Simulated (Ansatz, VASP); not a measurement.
**Two plane-wave programs on WC**

```xyz
2
Lattice="0.0000 2.0830 2.1927 2.0830 0.0000 2.1927 2.0830 2.0830 0.0000" Properties=species:S:1:pos:R:3 pbc="T T T"
W     0.0000    0.0000    0.0000
C     2.0830    2.0830    2.1927
```

Change from the starting cell: strain -0.050 along x and y, +0.000 along z, atoms carried along.

Alike in both runs: task single point; functional PBEsol; k mesh 18 × 18 × 18; occupations gaussian, width 0.15 eV; no spin polarisation.

|  | VASP | Ansatz |
| --- | --- | --- |
| version | VASP 6.6.1 | Ansatz 0.2.0 |
| potentials or method | VASP PAW PBE potentials, release 64 (W_sv, C), cutoff 520 eV | scalar-relativistic, plane waves, PAW |
| valence electrons in the cell | 18 | 18 |

|  | VASP | Ansatz | Ansatz less VASP |
| --- | --- | --- | --- |
| gap on the k mesh at the Fermi level (eV) | none | none | - |
| pressure (GPa) | 38.6 | 37.0 | -1.60 |
| traceless stress, the component that is largest in VASP (GPa) | -28.23 | -28.03 | +0.202 |

VASP's potentials were made for PBE, not for PBEsol. A gap of «none» marks a metal or a gap that the smearing closes. Both programs put the cell under a high pressure, so it lies far from rest at this level. With one functional, cell and mesh, what is left measures potentials, basis and numerics.

Neither program's run includes spin-orbit coupling.
